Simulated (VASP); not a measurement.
# H6C in VASP: a series of runs, part 2 of 2

VASP 6.6.1. The steps go on from the part before.

## 3. Single point, PBE+D3(BJ)

INCAR

```
SYSTEM = H6C
PREC     = Accurate       ! precision mode
ENCUT    = 520            ! plane-wave cutoff, eV
EDIFF    = 1E-6           ! SCF threshold, eV
ISMEAR   = -1             ! smearing method
SIGMA    = 0.05           ! smearing width, eV
LREAL    = Auto         
LASPH    = .TRUE.         ! aspherical terms in the spheres
NELM     = 60             ! most SCF steps
ALGO     = Normal         ! electronic algorithm
ISIF     = 2              ! what is computed and relaxed
LWAVE    = .FALSE.        ! write WAVECAR
LCHARG   = .FALSE.        ! write CHGCAR
GGA      = PE             ! functional
IVDW     = 12             ! dispersion correction
NBANDS   = 40             ! bands
```

KPOINTS

```
Automatic mesh
0
G
  1 1 1
  0 0 0
```

POSCAR

```
H6C
1.0
    7.1919660000      0.0000000000      0.0000000000
    0.0000000000      7.1919660000      0.0000000000
    0.0000000000      0.0000000000      7.1919660000
H C
24 4
Direct
    0.8807327510      0.0641966327      0.9214170367
    0.8395618111      0.1618611656      0.8906048777
   -0.1931877876     -0.0534207197      0.5991546679
   -0.2059520304     -0.0531009184      0.4970407257
    0.2506129756      0.4268095817      0.2699540015
    0.1728317403      0.3805079168      0.2289360100
    0.2400039155      0.1087185340      0.7237798399
    0.3240421326      0.1094971806      0.6683290772
   -0.0210512675      0.6438017087      1.0257556835
   -0.2479016169      0.7440663652      0.9679967898
   -0.1961633300      0.5083867193      0.9136027617
   -0.0668523739      0.6968192008      0.7926205435
    0.4203162251      0.9628799691      0.4110419877
    0.4254608545      0.9098068595      0.1894057897
    0.2601235879      0.7811633147      0.3363475300
    0.4981252692      0.7352509731      0.3460388995
    0.5475832338      0.6615020149      0.7273532717
    0.3991259136      0.4950384916      0.6577061126
    0.3059107899      0.6982652588      0.7724730623
    0.4078022616      0.5365292328      0.9073874932
    0.6466103983      0.5013649953      0.2157407307
    0.7015466981      0.4657836258      0.4471517246
    0.8197480355      0.3345260531      0.2772399091
    0.5627807473      0.2984997426      0.3337613109
   -0.1342053063      0.6487794853      0.9298152967
    0.3963450328      0.8430101032      0.3220120896
    0.4131971703      0.5948999203      0.7639079495
    0.6835404950      0.3934112036      0.3176322024
```

Potentials or basis: VASP PAW PBE potentials, release 64 (H, C).

Command:

```
$ cat potpaw_PBE.64/H/POTCAR potpaw_PBE.64/C/POTCAR > POTCAR
$ mpirun -np 1 vasp_gam > vasp.out
```

OUTCAR:

```text
SYSTEM = H6C
   PREC = Accurate
   ENCUT = 520
   EDIFF = 1E-6
   ISMEAR = -1
   LREAL = Auto
   LASPH = .TRUE.
   NELM = 60
   ISIF = 2
   GGA = PE
   IVDW = 12
 IVDW          = 12

 ion  position               nearest neighbor table
   1  0.881  0.064  0.921-   2 0.79
   2  0.840  0.162  0.891-   1 0.79
   3  0.807  0.947  0.599-   4 0.74
   4  0.794  0.947  0.497-   3 0.74
   5  0.251  0.427  0.270-   6 0.71
   6  0.173  0.381  0.229-   5 0.71
[... 16 lines left out ...]
  23  0.820  0.335  0.277-  28 1.11
  24  0.563  0.298  0.334-  28 1.11
  25  0.866  0.649  0.930-   9 1.07  10 1.10  11 1.11  12 1.15
  26  0.396  0.843  0.322-  16 1.08  15 1.08  13 1.09  14 1.09
  27  0.413  0.595  0.764-  18 1.05  19 1.07  17 1.11  20 1.11
  28  0.684  0.393  0.318-  22 1.07  21 1.10  23 1.11  24 1.11

  LATTYP: Found a simple cubic cell.
 ALAT       =     7.1919660000

  Lattice vectors:

 A1 = (   7.1919660000,   0.0000000000,   0.0000000000)
 A2 = (   0.0000000000,   7.1919660000,   0.0000000000)
 A3 = (   0.0000000000,   0.0000000000,   7.1919660000)

Analysis of symmetry for initial positions (statically):
=====================================================================
 Subroutine PRICEL returns:
 Original cell was already a primitive cell.

 Routine SETGRP: Setting up the symmetry group for a
 simple cubic supercell.

 Subroutine GETGRP returns: Found  1 space group operations
 (whereof  1 operations were pure point group operations)
 out of a pool of 48 trial point group operations.

The static configuration has the point symmetry C_1 .

Analysis of symmetry for dynamics (positions and initial velocities):
=====================================================================
 Subroutine PRICEL returns:
[... 158 lines left out ...]
  volume/ion in A,a.u.               =      13.29        89.66
  Fermi-wavevector in a.u.,A,eV,Ry     =   0.778480  1.471113  8.245544  0.606030
  Thomas-Fermi vector in A             =   1.881384
   LORBIT       =      0    0 simple, 1 ext, 2 COOP (PROOUT), +10 PAW based schemes
   GGA     = PE    functional components
   LHFCALC =     F    Hartree Fock is set to
   AEXX    =    0.0000 exact exchange contribution
   IVDW    =    12    specifies the selected vdW correction
   LEPSILON=     F    determine dielectric tensor
   LRPA    =     F    only Hartree local field effects (RPA)
 non-spin polarized calculation
  energy-cutoff  :      520.00
  volume of cell :      372.00
 maximum number of plane-waves:      4970
 NGX is ok and might be reduce to    54
   NGX = 27   NGY = 27   NGZ = 27

 number of electron      39.9999998 magnetization

 Free energy of the ion-electron system (eV)
  ---------------------------------------------------
  ext. energy  EPLUGINS =         0.00000000
  ---------------------------------------------------
  free energy    TOTEN  =      -122.81359160 eV

  energy without entropy =     -122.81359160  energy(sigma->0) =     -122.81359160

 E-fermi :  -5.6826     XC(G=0):  -5.2505

 val. band max:       -6.9375454701   @ k =   0.0000   0.0000   0.0000
 cond. band min:       1.0850111507   @ k =   0.0000   0.0000   0.0000
 fundamental gap:      8.0225566207
 Fermi energy:        -5.6825766109

 k-point     1 :       0.0000    0.0000    0.0000
  band No.  band energies     occupation
      1     -15.5872      2.00000
      2     -15.3605      2.00000
      3     -15.2962      2.00000
      4     -15.1587      2.00000
      5      -9.0008      2.00000
      6      -8.9875      2.00000
[... 24 lines left out ...]
     31       4.0126      0.00000
     32       4.2235      0.00000
 [bands above 32 left out]

------------------------ aborting loop because EDIFF is reached ----------------------------------------

 Edisp (eV)   -0.63546

 E8    (eV) :    -0.1279

  FORCE on cell =-STRESS in cart. coord.  units (eV):
  Direction    XX          YY          ZZ          XY          YZ          ZX
  --------------------------------------------------------------------------------------
  -------------------------------------------------------------------------------------
  Total       0.00536    -0.58508     1.83369    -0.64110     2.36987     3.13658
  in kB       0.02310    -2.51988     7.89756    -2.76116    10.20686    13.50905
  external pressure =        1.80 kB  Pullay stress =        0.00 kB

 VOLUME and BASIS-vectors are now :
 -----------------------------------------------------------------------------
  energy-cutoff  :      520.00
  volume of cell :      372.00
      direct lattice vectors                 reciprocal lattice vectors
     7.191966000  0.000000000  0.000000000     0.139044039  0.000000000  0.000000000
     0.000000000  7.191966000  0.000000000     0.000000000  0.139044039  0.000000000
     0.000000000  0.000000000  7.191966000     0.000000000  0.000000000  0.139044039

 POSITION                                       TOTAL-FORCE (eV/Angst)
 -----------------------------------------------------------------------------------
      6.33420      0.46170      6.62680        -0.445210      1.012768     -0.301702
      6.03810      1.16410      6.40520         0.446488     -0.972909      0.350576
      5.80257      6.80777      4.30910         0.050405     -0.005112      0.320129
      5.71077      6.81007      3.57470        -0.045653     -0.005165     -0.387471
      1.80240      3.06960      1.94150         1.134953      0.658924      0.597432
      1.24300      2.73660      1.64650        -1.145171     -0.679056     -0.578995
[... 20 lines left out ...]
      2.97170      4.27850      5.49400         1.098448      0.797588      1.447786
      4.91600      2.82940      2.28440        -0.270271      0.284601     -0.476484
 -----------------------------------------------------------------------------------
    total drift:                               -0.000265      0.015643      0.013707

  FREE ENERGIE OF THE ION-ELECTRON SYSTEM (eV)
  ---------------------------------------------------
  free  energy   TOTEN  =      -123.4490529608 eV

  energy  without entropy=     -123.4490529607  energy(sigma->0) =     -123.44905296
```

OSZICAR:

```text
N       E                     dE             d eps       ncg     rms          rms(c)
DAV:   1     0.188542338765E+03    0.18854E+03   -0.16934E+04    80   0.809E+02
DAV:   2    -0.104025813232E+03   -0.29257E+03   -0.28169E+03   104   0.180E+02
DAV:   3    -0.137374333539E+03   -0.33349E+02   -0.33145E+02   104   0.634E+01
DAV:   4    -0.138297334974E+03   -0.92300E+00   -0.92155E+00   104   0.130E+01
DAV:   5    -0.138317029837E+03   -0.19695E-01   -0.19693E-01   112   0.177E+00    0.196E+01
DAV:   6    -0.125286444697E+03    0.13031E+02   -0.19945E+01   104   0.158E+01    0.945E+00
DAV:   7    -0.123248204589E+03    0.20382E+01   -0.51020E+00    96   0.791E+00    0.501E+00
DAV:   8    -0.122856251650E+03    0.39195E+00   -0.12647E+00   112   0.397E+00    0.164E+00
DAV:   9    -0.122808000653E+03    0.48251E-01   -0.13658E-01   104   0.137E+00    0.507E-01
DAV:  10    -0.122814773476E+03   -0.67728E-02   -0.42740E-02    96   0.888E-01    0.226E-01
DAV:  11    -0.122813886506E+03    0.88697E-03   -0.68164E-03   104   0.342E-01    0.985E-02
DAV:  12    -0.122813705052E+03    0.18145E-03   -0.47055E-04    96   0.102E-01    0.438E-02
DAV:  13    -0.122813593775E+03    0.11128E-03   -0.12895E-04    96   0.685E-02    0.173E-02
DAV:  14    -0.122813592918E+03    0.85687E-06   -0.34765E-05   120   0.288E-02    0.832E-03
DAV:  15    -0.122813592071E+03    0.84771E-06   -0.10279E-05    96   0.131E-02    0.431E-03
DAV:  16    -0.122813591603E+03    0.46784E-06   -0.63363E-07    88   0.433E-03
   1 F= -.12344905E+03 E0= -.12344905E+03  d E =-.357709E-10
```

stdout:

```text
POSCAR found type information on POSCAR H C
 POSCAR found :  2 types and      28 ions
 scaLAPACK will be used
 LDA part: xc-table for (Slater+PW92), standard interpolation
 POSCAR, INCAR and KPOINTS ok, starting setup
 FFT: planning ... GRIDC
 FFT: planning ... GRID_SOFT
 FFT: planning ... GRID
 WAVECAR not read
 entering main loop
```

It took 38 s on 1 thread of Intel Xeon 6975P-C, shared host; peak memory 0.34 GiB.

What came out:

```yaml
Free_energy: -123.4491 eV
Pressure: 0.2 GPa
Largest_force: 2.005 eV/Å
Band_gap_on_the_k_mesh: 8.02 eV
Dispersion_energy_per_atom: -0.023 eV
```

Forces on the atoms (eV/Å):
```
H   -0.445  1.013 -0.302
H    0.446 -0.973  0.351
H    0.050 -0.005  0.320
H   -0.046 -0.005 -0.387
H    1.135  0.659  0.597
H   -1.145 -0.679 -0.579
H   -0.820  0.009  0.564
H    0.818  0.002 -0.506
H    0.450  0.049  0.957
H    0.388 -0.011  0.130
H    0.294  0.285 -0.087
H   -0.889 -0.509  1.065
H   -0.210 -0.188  0.844
H   -0.359 -0.443 -0.772
H   -0.522  0.216 -0.105
H    0.449 -0.176  0.184
H   -0.361  0.027  0.636
H   -0.853 -1.172 -0.846
H   -0.634  0.567 -0.699
H    0.590 -0.227 -0.630
H    0.025 -0.217 -0.072
H    0.161  0.279  0.778
H   -0.551 -0.351  0.047
H    0.706 -0.109 -0.231
C   -0.067  0.204 -1.993
C    0.561  0.674 -0.237
C    1.098  0.798  1.448
C   -0.270  0.285 -0.476
```

Caveat: the k points lie up to 0.87 Å⁻¹ apart.

## 4. Relaxation of the atoms, PBE+D3(BJ)

INCAR

```
PREC = Accurate ; ENCUT = 520
EDIFF = 1E-6 ; ISMEAR = -1
SIGMA = 0.05 ; LREAL = Auto
LASPH = True ; NELM = 100
ALGO = Normal ; ISIF = 2
LWAVE = False ; LCHARG = False
GGA = PE ; IVDW = 12
IBRION = 2 ; NSW = 35
EDIFFG = -0.3
```

KPOINTS

```
Automatic mesh
0
Gamma
  1 1 1
```

POSCAR

```
H6C
1.0
    7.1919660000      0.0000000000      0.0000000000
    0.0000000000      7.1919660000      0.0000000000
    0.0000000000      0.0000000000      7.1919660000
H C
24 4
Direct
    0.9941714000      0.2525579000      1.0339420000
    1.0056703000      0.2728361000      0.9341296000
    0.0582554000      0.0975723000      0.6264125000
    0.0220866000      0.1133304000      0.5318109000
    0.5620520000      0.7544748000      0.2878761000
    0.5619764000      0.7525096000      0.1853965000
    0.6889814000      0.0451918000      0.8814027000
    0.7065882000      0.1429284000      0.8560352000
    0.0689865000      0.8753243000      0.9366969000
   -0.0482550000      0.7330167000      1.1016761000
    0.1162975000      0.6326722000      0.9465354000
   -0.1015368000      0.7128659000      0.8609062000
    0.2311272000      0.8763054000      0.1498552000
    0.1666643000      1.1014734000      0.2295990000
    0.2245860000      0.9244476000      0.3924551000
    0.0139310000      0.9098036000      0.2635164000
    0.4607578000      0.4347275000      0.7218951000
    0.3495494000      0.4513204000      0.9422868000
    0.2223032000      0.3729537000      0.7451011000
    0.2908569000      0.6100937000      0.7618391000
    0.6753552000      0.4320333000      0.2980423000
    0.6677837000      0.1886867000      0.3420908000
    0.6733304000      0.3484707000      0.5309121000
    0.8740701000      0.3166847000      0.3898151000
    0.0088731000      0.7384698000      0.9614536000
    0.1590771000      0.9530075000      0.2588564000
    0.3308668000      0.4672738000      0.7927805000
    0.7226349000      0.3214688000      0.3902151000
```

Command:

```
$ cat potpaw_PBE.64/H/POTCAR potpaw_PBE.64/C/POTCAR > POTCAR
$ mpirun -np 1 vasp_gam > vasp.out
```

It took 1.7 min on 1 thread of Intel Xeon 6975P-C, shared host; peak memory 0.4 GiB.

It converged, with:

```yaml
Free_energy: -123.2944 eV
Energy_gained_by_relaxing: 3.2 meV/atom
Ionic_steps: 4
Pressure_after_relaxing: 0.4 GPa
Largest_force_after_relaxing: 0.295 eV/Å
Band_gap_on_the_k_mesh: 7.46 eV
Dispersion_energy_per_atom: -0.023 eV
```

Forces on the atoms (eV/Å):
```
H   -0.016  0.051 -0.169
H   -0.027 -0.002  0.194
H   -0.082  0.053  0.008
H    0.025  0.009  0.289
H    0.022  0.012 -0.211
H    0.035  0.022  0.213
H   -0.013  0.151 -0.052
H   -0.089 -0.187  0.040
H   -0.224 -0.070 -0.134
H   -0.251 -0.055 -0.146
H   -0.160 -0.018  0.003
H   -0.098 -0.125 -0.167
H    0.086  0.076  0.170
H    0.133  0.024  0.123
H    0.106  0.080  0.067
H    0.156  0.123  0.170
H   -0.018 -0.059  0.028
H    0.049  0.002 -0.166
H    0.156  0.077 -0.009
H    0.177 -0.144 -0.080
H    0.017 -0.112  0.068
H    0.049  0.121  0.031
H    0.072 -0.042 -0.160
H   -0.161  0.036 -0.037
C   -0.218 -0.064 -0.173
C    0.157  0.073  0.195
C    0.121 -0.036 -0.069
C   -0.003  0.005 -0.025
```

Stress tensor (GPa, compression positive):
```
 0.50 -0.14  0.09
-0.14  0.13  0.77
 0.09  0.77  0.67
```

The path:
| step | energy change (eV) | largest force (eV/Å) | pressure (GPa) |
| --- | --- | --- | --- |
| 1 | 0.0000 | 0.6743 | 1.28 |
| 2 | 0.0109 | 0.9869 | 0.23 |
| 3 | -0.0355 | 0.5257 | 0.78 |
| 4 | -0.0909 | 0.2952 | 0.43 |

Final structure:
```
H C
1.0
     7.19197    0.00000    0.00000
     0.00000    7.19197    0.00000
     0.00000    0.00000    7.19197
H C
24 4
Direct
  0.99360 0.25249 0.03523
  0.00571 0.27350 0.93310
  0.05831 0.09776 0.62916
  0.02138 0.11388 0.53261
  0.56231 0.75469 0.28930
  0.56238 0.75269 0.18398
  0.68825 0.04378 0.88161
  0.70611 0.14391 0.85567
  0.06688 0.87473 0.93507
  0.94975 0.73155 0.09970
  0.11438 0.63296 0.94794
  0.89558 0.71105 0.85725
  0.23242 0.87706 0.15168
  0.16768 0.10319 0.23008
  0.22673 0.92437 0.39544
  0.01541 0.91168 0.26563
  0.46323 0.43355 0.72061
  0.35018 0.45096 0.94309
  0.22208 0.37256 0.74436
  0.29234 0.61043 0.76006
  0.67466 0.43316 0.29678
  0.66709 0.18717 0.34153
  0.67335 0.34841 0.53214
  0.87526 0.31718 0.38960
  0.00515 0.73727 0.95876
  0.16171 0.95423 0.26167
  0.33268 0.46675 0.79187
  0.72244 0.32155 0.38961
```

Levels at points of the mesh, in eV from the valence-band top:
```csv
k point,band 16,band 17,band 18,band 19,band 20,band 21,band 22,band 23,band 24,band 25
"(0.00, 0.00, 0.00)",-0.93,-0.81,-0.60,-0.23,0.00,7.46,8.27,8.38,8.50,8.90
```

Caveat: the k points lie up to 0.87 Å⁻¹ apart; the relaxation stopped at a loose force limit of 0.3 eV/Å, so its end isn't a converged minimum.

## 5. Single point, PBE+D3(BJ)

INCAR

```
PREC = Accurate ; ENCUT = 520
EDIFF = 1E-6 ; ISMEAR = -1
SIGMA = 0.05 ; LREAL = F
LASPH = T ; NELM = 120
ALGO = Normal ; ISIF = 2
LWAVE = F ; LCHARG = T
GGA = PE ; IVDW = 12
LELF = T ; LVHAR = T
NBANDS = 40 ; GGA_COMPAT = F
```

KPOINTS

```
regular mesh
0
Gamma
  1 1 1
```

POSCAR

```
H6C
1.0
    7.1919660000      0.0000000000      0.0000000000
    0.0000000000      7.1919660000      0.0000000000
    0.0000000000      0.0000000000      7.1919660000
H C
24 4
Direct
    1.0147851088      0.2911999306      0.8933579497
    0.9723210594      0.2042417887      0.9447347220
    0.0691605049      0.0648779485      0.6626004628
   -0.0240129055      0.0800615576      0.6289379010
    0.5348467999      0.6730009569      0.2134047908
    0.5528112897      0.7150061610      0.1189799841
    0.5421327075      0.0925059991      0.7677038518
    0.5063566763      0.0907679486      0.8682465963
    0.0687850860      0.8474873213      0.9388392548
   -0.1562854997      0.7718195553      1.0425939166
    0.0082314071      0.5978893671      0.9819707157
   -0.0959125780      0.7211380032      0.7926761611
    0.2336496029      0.8648539217      0.1933963537
    0.1688133676      1.0917737931      0.2542976427
    0.3066755321      0.9732248456      0.4097627825
    0.0764742214      0.9048986049      0.3887532283
    0.5057865958      0.4342067246      0.7970143352
    0.2892950273      0.4798687869      0.9153547166
    0.2757243291      0.3925352261      0.6900338517
    0.3637670145      0.6341937657      0.7558294909
    0.7601676649      0.4152133089      0.2716225299
    0.6446359730      0.2005988349      0.2921593345
    0.6559541577      0.3601101562      0.4905612735
    0.8690252429      0.2453153978      0.4053967997
   -0.0399751612      0.7335129226      0.9414393783
    0.1948146028      0.9548571281      0.3060776427
    0.3614727878      0.4804388675      0.7843335188
    0.7321920042      0.3073707523      0.3730273475
```

Command:

```
$ cat potpaw_PBE.64/H/POTCAR potpaw_PBE.64/C/POTCAR > POTCAR
$ mpirun -np 1 vasp_gam > vasp.out
```

Wall time 62 s (1 thread of Intel Xeon 8259CL, shared host); peak memory 0.36 GiB.

The run converged. Its results:

- Free energy: -123.2891 eV
- Pressure: -0.6 GPa
- Largest force: 2.270 eV/Å
- Band gap on the k mesh: 7.86 eV
- Dispersion energy per atom: -0.022 eV

Forces in eV/Å, atoms in the order of the input:
```
H   -0.473 -0.800  0.638
H    0.377  0.892 -0.382
H    0.898 -0.174  0.294
H   -0.898  0.126 -0.338
H    0.011  0.053 -0.110
H   -0.039 -0.062  0.120
H   -0.179 -0.075  0.512
H    0.182 -0.043 -0.503
H   -0.643 -1.040  0.204
H    0.917 -0.118 -0.984
H    0.618 -0.450  0.246
H    0.265  0.155  1.325
H    0.188 -0.490 -0.226
H   -0.441  0.835 -0.428
H    0.154 -0.284 -0.324
H   -0.074 -0.106 -0.503
H   -0.127 -0.218  0.054
H    0.023 -0.445  0.898
H    0.567  0.617 -0.064
H   -0.107 -0.839 -0.618
H   -0.020  0.579 -0.138
H    0.725  0.794  0.955
H   -0.142  0.134  0.516
H   -0.450  0.042  0.264
C   -1.252  1.469 -0.869
C    0.289  0.018  1.440
C   -0.227  0.976 -0.318
C   -0.141 -1.544 -1.659
```

Stress tensor (GPa, compression positive):
```
-0.70 -1.30 -0.03
-1.30 -0.62 -0.51
-0.03 -0.51 -0.45
```

Levels at points of the mesh, in eV from the valence-band top:
| k point | band 16 | band 17 | band 18 | band 19 | band 20 | band 21 | band 22 | band 23 | band 24 | band 25 |
| --- | --- | --- | --- | --- | --- | --- | --- | --- | --- | --- |
| (0.00, 0.00, 0.00) | -0.35 | -0.29 | -0.17 | -0.09 | 0.00 | 7.86 | 8.42 | 8.81 | 9.14 | 9.16 |

Caveat: the k points lie up to 0.87 Å⁻¹ apart.
